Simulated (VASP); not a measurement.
# Br (Pm-3m) in VASP: single point with LDA

Aim: the single point of Br with LDA.

All numbers are computed with VASP 6.6.1; they aren't measurements. Logs are shortened: lines on timing, memory, paths and dates and some standing lists are left out, and cuts for length are marked.

## (1) The cell of the first run

The structure is cubic, space group Pm-3m (No. 221). Conventional cell: a = 5.473 Å, b = 5.473 Å, c = 5.473 Å, α = 90.00°, β = 90.00°, γ = 90.00°. Within 5.1 Å of Br (site symmetry 4/mmm) lie 8 Br at 3.87 Å.

## (2) Single point, LDA

File INCAR:

```
ALGO = Normal
EDIFF = 1E-6
ENCUT = 520
ISIF = 2
ISMEAR = -1
LASPH = True
LCHARG = True
LELF = True
LREAL = False
LVHAR = True
LWAVE = False
NBANDS = 18
NELM = 80
PREC = Accurate
SIGMA = 0.05
```

File KPOINTS:

```
k-points
0
Gamma
  4 4 4
```

File POSCAR:

```
Br
1.0
    5.4725400000      0.0000000000      0.0000000000
    0.0000000000      5.4725400000      0.0000000000
    0.0000000000      0.0000000000      5.4725400000
Br
3
Direct
    0.0000000000      0.0000000000      0.5000000000
    0.5000000000      0.0000000000      0.0000000000
    0.0000000000      0.5000000000      0.0000000000
```

Potentials or basis: VASP PAW LDA potentials, release 64 (Br).

Command:

```console
cat potpaw_LDA.64/Br/POTCAR > POTCAR
mpirun -np 1 vasp_std > vasp.out
```

OUTCAR:

```text
EDIFF = 1E-6
   ENCUT = 520
   ISIF = 2
   ISMEAR = -1
   LASPH = True
   LREAL = False
   NELM = 80
   PREC = Accurate

 ion  position               nearest neighbor table
   1  0.000  0.000  0.500-
   2  0.500  0.000  0.000-
   3  0.000  0.500  0.000-

  LATTYP: Found a simple cubic cell.
 ALAT       =     5.4725400000

  Lattice vectors:

 A1 = (   5.4725400000,   0.0000000000,   0.0000000000)
 A2 = (   0.0000000000,   5.4725400000,   0.0000000000)
 A3 = (   0.0000000000,   0.0000000000,   5.4725400000)

Analysis of symmetry for initial positions (statically):
=====================================================================
 Subroutine PRICEL returns:
 Original cell was already a primitive cell.

 Routine SETGRP: Setting up the symmetry group for a
 simple cubic supercell.

 Subroutine GETGRP returns: Found 48 space group operations
 (whereof 48 operations were pure point group operations)
 out of a pool of 48 trial point group operations.

The static configuration has the point symmetry O_h .

Analysis of symmetry for dynamics (positions and initial velocities):
=====================================================================
 Subroutine PRICEL returns:
 Original cell was already a primitive cell.

 Routine SETGRP: Setting up the symmetry group for a
 simple cubic supercell.

 Subroutine GETGRP returns: Found 48 space group operations
 (whereof 48 operations were pure point group operations)
 out of a pool of 48 trial point group operations.

The dynamic configuration has the point symmetry O_h .

 Subroutine INISYM returns: Found 48 space group operations
 (whereof 48 operations are pure point group operations),
 and found     1 'primitive' translations

----------------------------------------------------------------------------------------

                                     Primitive cell

  volume of cell :     163.8954

  direct lattice vectors                    reciprocal lattice vectors
     5.472540000  0.000000000  0.000000000     0.182730505  0.000000000  0.000000000
     0.000000000  5.472540000  0.000000000     0.000000000  0.182730505  0.000000000
     0.000000000  0.000000000  5.472540000     0.000000000  0.000000000  0.182730505

  length of vectors
     5.472540000  5.472540000  5.472540000     0.182730505  0.182730505  0.182730505

  position of ions in fractional coordinates (direct lattice)
     0.000000000  0.000000000  0.500000000
     0.500000000  0.000000000  0.000000000
     0.000000000  0.500000000  0.000000000

  ion indices of the primitive-cell ions
   primitive index   ion index
                 1           1
                 2           2
                 3           3

----------------------------------------------------------------------------------------

 KPOINTS: k-points

Automatic generation of k-mesh.
 Grid dimensions read from file:
 generate k-points for:    4    4    4

 Generating k-lattice:

  Cartesian coordinates                     Fractional coordinates (reciprocal lattice)
     0.045682626  0.000000000  0.000000000     0.250000000  0.000000000  0.000000000
     0.000000000  0.045682626  0.000000000     0.000000000  0.250000000  0.000000000
     0.000000000  0.000000000  0.045682626     0.000000000  0.000000000  0.250000000

  Length of vectors
     0.045682626  0.045682626  0.045682626

  Shift w.r.t. Gamma in fractional coordinates (k-lattice)
     0.000000000  0.000000000  0.000000000

 Subroutine IBZKPT returns following result:
 ===========================================

 Found     10 irreducible k-points:

 Following reciprocal coordinates:
            Coordinates               Weight
  0.000000  0.000000  0.000000      1.000000
  0.250000  0.000000  0.000000      6.000000
  0.500000  0.000000  0.000000      3.000000
  0.250000  0.250000  0.000000     12.000000
  0.500000  0.250000  0.000000     12.000000
  0.500000  0.500000  0.000000      3.000000
  0.250000  0.250000  0.250000      8.000000
  0.500000  0.250000  0.250000     12.000000
  0.500000  0.500000  0.250000      6.000000
  0.500000  0.500000  0.500000      1.000000
   k-points           NKPTS =     10   k-points in BZ     NKDIM =     10   number of bands    NBANDS=     18
   number of dos      NEDOS =    301   number of ions     NIONS =      3
   total plane-waves  NPLWV =  74088
   dimension x,y,z NGX =    42 NGY =   42 NGZ =   42
   dimension x,y,z NGXF=    84 NGYF=   84 NGZF=   84
   ions per type =               3
   NGX,Y,Z   is equivalent  to a cutoff of  12.76, 12.76, 12.76 a.u.
   NGXF,Y,Z  is equivalent  to a cutoff of  25.52, 25.52, 25.52 a.u.
 SYSTEM =  unknown system
   PREC   = accura    normal or accurate (medium, high low for compatibility)
   ISTART =      0    job   : 0-new  1-cont  2-samecut
   ICHARG =      2    charge: 1-file 2-atom 10-const
   ISPIN  =      1    spin polarized calculation?
   LNONCOLLINEAR =      F non collinear calculations
   LSORBIT =      F    spin-orbit coupling
   LASPH  =      T    aspherical Exc in radial PAW
   ENCUT  =  520.0 eV  38.22 Ry    6.18 a.u.  10.18 10.18 10.18*2*pi/ulx,y,z
   NELM   =     80;   NELMIN=  2; NELMDL= -5     # of ELM steps
   EDIFF  = 0.1E-05   stopping-criterion for ELM
   LREAL  =      F    real-space projection
   EDIFFG = 0.1E-04   stopping-criterion for IOM
   NSW    =      0    number of steps for IOM
   IBRION =     -1    ionic relax: 0-MD 1-quasi-New 2-CG
   NFREE  =      0    steps in history (QN), initial steepest desc. (CG)
   ISIF   =      2    stress and relaxation
   ISYM   =      2    0-nonsym 1-usesym 2-fastsym
   POTIM  = 0.5000    time-step for ionic-motion
   TEBEG  =    0.0;   TEEND  =   0.0 temperature during run
   PSTRESS=    0.0 pullay stress
   NELECT =      21.0000    total number of electrons
   NUPDOWN=      -1.0000    fix difference up-down
   EMIN   =  10.00;   EMAX   =-10.00  energy-range for DOS
   EFERMI =   0.00;   METHOD = LEGACY
   ISMEAR =    -1;   SIGMA  =   0.05  broadening in eV -4-tet -1-fermi 0-gaus
   EFERMI_NEDOS =   21; number of points for ismear=-14 and -15
   IALGO  =     38    algorithm
   IMIX   =      4    mixing-type and parameters
     AMIX     =   0.40;   BMIX     =  1.00
     AMIX_MAG =   1.60;   BMIX_MAG =  1.00
  volume/ion in A,a.u.               =      54.63       368.67
  Fermi-wavevector in a.u.,A,eV,Ry     =   0.825326  1.559640  9.267791  0.681163
  Thomas-Fermi vector in A             =   1.937165
   LORBIT       =      0    0 simple, 1 ext, 2 COOP (PROOUT), +10 PAW based schemes
   GGA     = CA    functional components
   LHFCALC =     F    Hartree Fock is set to
   AEXX    =    0.0000 exact exchange contribution
   IVDW    =     0    specifies the selected vdW correction
   LEPSILON=     F    determine dielectric tensor
   LRPA    =     F    only Hartree local field effects (RPA)
 non-spin polarized calculation
  energy-cutoff  :      520.00
  volume of cell :      163.90
 maximum number of plane-waves:      4468
 NGX is ok and might be reduce to    42
   NGX = 21   NGY = 21   NGZ = 21

 number of electron      21.0000004 magnetization

 Free energy of the ion-electron system (eV)
  ---------------------------------------------------
  ext. energy  EPLUGINS =         0.00000000
  ---------------------------------------------------
  free energy    TOTEN  =        -2.62650057 eV

  energy without entropy =       -2.49707646  energy(sigma->0) =       -2.56178852

 E-fermi :  -3.6385     XC(G=0):  -6.5275

 val. band max:       -3.6529908817   @ k =   0.5000   0.0000   0.0000
 cond. band min:      -3.6350857092   @ k =   0.5000   0.2500   0.0000
 fundamental gap:      0.0179051724
 Fermi energy:        -3.6385347999

 k-point     1 :       0.0000    0.0000    0.0000
  band No.  band energies     occupation
      1     -16.8701      2.00000
      2     -16.4491      2.00000
      3     -16.4491      2.00000
      4      -5.1448      2.00000
      5      -5.1448      2.00000
      6      -5.1448      2.00000
[... 10 lines left out ...]
     17       5.8943      0.00000
     18       5.8943      0.00000

 k-point     2 :       0.2500    0.0000    0.0000
  band No.  band energies     occupation
      1     -16.8183      2.00000
      2     -16.5045      2.00000
      3     -16.4476      2.00000
      4      -5.0265      2.00000
      5      -5.0265      2.00000
      6      -4.9887      2.00000
[... 10 lines left out ...]
     17       6.0995      0.00000
     18       6.2011      0.00000

 k-point     3 :       0.5000    0.0000    0.0000
  band No.  band energies     occupation
      1     -16.7332      2.00000
      2     -16.5930      2.00000
      3     -16.4461      2.00000
      4      -4.8554      2.00000
      5      -4.8554      2.00000
      6      -4.5657      2.00000
[... 10 lines left out ...]
     17       6.4655      0.00000
     18       6.4655      0.00000

 k-point     4 :       0.2500    0.2500    0.0000
  band No.  band energies     occupation
      1     -16.7714      2.00000
      2     -16.5199      2.00000
      3     -16.4787      2.00000
      4      -5.1605      2.00000
      5      -4.9016      2.00000
      6      -4.6712      2.00000
[... 10 lines left out ...]
     17       6.0493      0.00000
     18       6.0849      0.00000

 k-point     5 :       0.5000    0.2500    0.0000
  band No.  band energies     occupation
      1     -16.6911      2.00000
      2     -16.5908      2.00000
      3     -16.4879      2.00000
      4      -5.0638      2.00000
      5      -4.8786      2.00000
      6      -4.7091      2.00000
[... 10 lines left out ...]
     17       6.1105      0.00000
     18       6.7603      0.00000

 k-point     6 :       0.5000    0.5000    0.0000
  band No.  band energies     occupation
      1     -16.5902      2.00000
      2     -16.5885      2.00000
      3     -16.5885      2.00000
      4      -5.1891      2.00000
      5      -5.0776      2.00000
      6      -4.3928      2.00000
[... 10 lines left out ...]
     17       6.3293      0.00000
     18       6.6507      0.00000

 k-point     7 :       0.2500    0.2500    0.2500
  band No.  band energies     occupation
      1     -16.7312      2.00000
      2     -16.5181      2.00000
      3     -16.5181      2.00000
      4      -5.3549      2.00000
      5      -4.7222      2.00000
      6      -4.7222      2.00000
[... 10 lines left out ...]
     17       5.6441      0.00000
     18       6.8693      0.00000

 k-point     8 :       0.5000    0.2500    0.2500
  band No.  band energies     occupation
      1     -16.6600      2.00000
      2     -16.5885      2.00000
      3     -16.5162      2.00000
      4      -5.4041      2.00000
      5      -4.9023      2.00000
      6      -4.7910      2.00000
[... 10 lines left out ...]
     17       6.5241      0.00000
     18       6.7284      0.00000

 k-point     9 :       0.5000    0.5000    0.2500
  band No.  band energies     occupation
      1     -16.5871      2.00000
      2     -16.5862      2.00000
      3     -16.5862      2.00000
      4      -5.5776      2.00000
      5      -5.0633      2.00000
      6      -4.8324      2.00000
[... 10 lines left out ...]
     17       6.7217      0.00000
     18       6.7320      0.00000

 k-point    10 :       0.5000    0.5000    0.5000
  band No.  band energies     occupation
      1     -16.5840      2.00000
      2     -16.5840      2.00000
      3     -16.5840      2.00000
      4      -5.8125      2.00000
      5      -5.0488      2.00000
      6      -5.0488      2.00000
[... 10 lines left out ...]
     17       7.1925      0.00000
     18       7.1925      0.00000

------------------------ aborting loop because EDIFF is reached ----------------------------------------

  FORCE on cell =-STRESS in cart. coord.  units (eV):
  Direction    XX          YY          ZZ          XY          YZ          ZX
  --------------------------------------------------------------------------------------
  -------------------------------------------------------------------------------------
  Total       -3.9525047     -3.9525047     -3.9525047     -0.0000000     -0.0000000     -0.0000000
  in kB      -38.6381342    -38.6381342    -38.6381342     -0.0000000     -0.0000000     -0.0000000
  external PRESSURE =     -38.6381342 kB  Pullay stress =       0.0000000 kB

 VOLUME and BASIS-vectors are now :
 -----------------------------------------------------------------------------
  energy-cutoff  :      520.00
  volume of cell :      163.90
      direct lattice vectors                 reciprocal lattice vectors
     5.472540000  0.000000000  0.000000000     0.182730505  0.000000000  0.000000000
     0.000000000  5.472540000  0.000000000     0.000000000  0.182730505  0.000000000
     0.000000000  0.000000000  5.472540000     0.000000000  0.000000000  0.182730505

 POSITION                                       TOTAL-FORCE (eV/Angst)
 -----------------------------------------------------------------------------------
      0.00000      0.00000      2.73627         0.000000      0.000000      0.000000
      2.73627      0.00000      0.00000         0.000000      0.000000      0.000000
      0.00000      2.73627      0.00000         0.000000      0.000000      0.000000
 -----------------------------------------------------------------------------------
    total drift:                                0.000000      0.000000     -0.000000

  FREE ENERGIE OF THE ION-ELECTRON SYSTEM (eV)
  ---------------------------------------------------
  free  energy   TOTEN  =        -2.6265005696 eV

  energy  without entropy=       -2.4970764643  energy(sigma->0) =       -2.56178852
```

It took 38 s on 1 thread of Intel Xeon 8259CL, shared host; peak memory 0.21 GiB.

Results:

| Item | Value |
| --- | --- |
| Free energy | -2.6265 eV |
| Pressure | -3.9 GPa |
| Band gap on the k mesh | zero (an odd number of electrons rules out a gap without spin polarisation) |

Levels at points of the mesh, in eV from the Fermi level:
| k point | band 8 | band 9 | band 10 | band 11 | band 12 | band 13 |
| --- | --- | --- | --- | --- | --- | --- |
| (0.00, 0.00, 0.00) | -0.36 | -0.36 | 0.14 | 0.14 | 0.14 | 5.73 |
| (0.50, 0.00, 0.00) | -0.61 | -0.61 | -0.48 | -0.01 | -0.01 | 7.44 |
| (0.50, 0.50, 0.00) | -0.69 | -0.59 | -0.59 | 0.07 | 0.20 | 8.27 |
| (0.50, 0.50, 0.50) | 0.08 | 0.08 | 0.21 | 0.21 | 0.21 | 7.12 |

Caveat: the cell stands under tension; an odd number of electrons without spin polarisation forces a metal; a magnetic or distorted state may lie lower.
